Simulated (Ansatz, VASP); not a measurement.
Rh in VASP and in Ansatz

The input INCAR:

```
SYSTEM = Rh
ALGO = Fast
EDIFF = 1E-6
ENCUT = 520
GGA = PE
ISIF = 2
ISMEAR = 0
LASPH = .True.
LCHARG = .False.
LREAL = .False.
LWAVE = .False.
NBANDS = 22
NELM = 80
PREC = Accurate
SIGMA = 0.15
```

The input KPOINTS:

```
k-points
0
Gamma
  22 22 16
  0 0 0
```

Contents of POSCAR:

```
Rh
1.0
    0.0000000000     -1.9149654119     -1.9149654119
    0.0000000000      1.9149654119     -1.9149654119
    3.8299308238      0.0000000000      0.0000000000
Rh
2
Direct
    0.4412522026      0.5587477974      0.5000000000
    0.0587477974     -0.0587477974      0.0000000000
```

Input for Ansatz:

```yaml
crystal:
  lattice:
    - [0.0, -1.9149654119, -1.9149654119]
    - [0.0, 1.9149654119, -1.9149654119]
    - [3.8299308238, 0.0, 0.0]
  atoms:
    - { symbol: Rh, position: [0.4412522026, 0.5587477974, 0.5] }
    - { symbol: Rh, position: [0.0587477974, -0.0587477974, 0.0] }
basis:
  ecutwfc: 420
kpoints:
  mp_grid: { grid: [22, 22, 16] }
hamiltonian:
  xc: pbe
scf:
  occupations: { method: gaussian, width: 0.15 }
output:
  forces: true
  stress: true
  eigenvalues: true
  write_density: true
  write_potential: true
  elf: true
  volumetric_format: npy
```

Change from the starting cell: mode 4 (178.8 1/cm) frozen in, largest displacement +0.225 Å.

Alike in both runs: task single point; functional PBE; k mesh 22 × 22 × 16; occupations gaussian, width 0.15 eV; no spin polarisation.

```csv
,VASP,Ansatz
version,VASP 6.6.1,Ansatz 0.2.0
potentials or method,"VASP PAW PBE potentials, release 64 (Rh_pv), cutoff 520 eV","scalar-relativistic, plane waves, PAW"
valence electrons in the cell,30,34
```

|  | VASP | Ansatz | Ansatz less VASP |
| --- | --- | --- | --- |
| gap on the k mesh at the Fermi level (eV) | none | none | - |
| pressure (GPa) | 13.6 | 13.5 | -0.11 |
| traceless stress, the component that is largest in VASP (GPa) | -15.75 | -15.65 | +0.103 |
| rms of the force components (eV/Å) | 1.683 | 1.672 | -0.0114 |

Atom by atom the forces differ by 0.011 eV/Å (rms over components). A gap of «none» marks a metal or a gap that the smearing closes. VASP's potentials hold 30 valence electrons a cell and Ansatz's 34, so a difference there can come from the potentials and not from the codes.
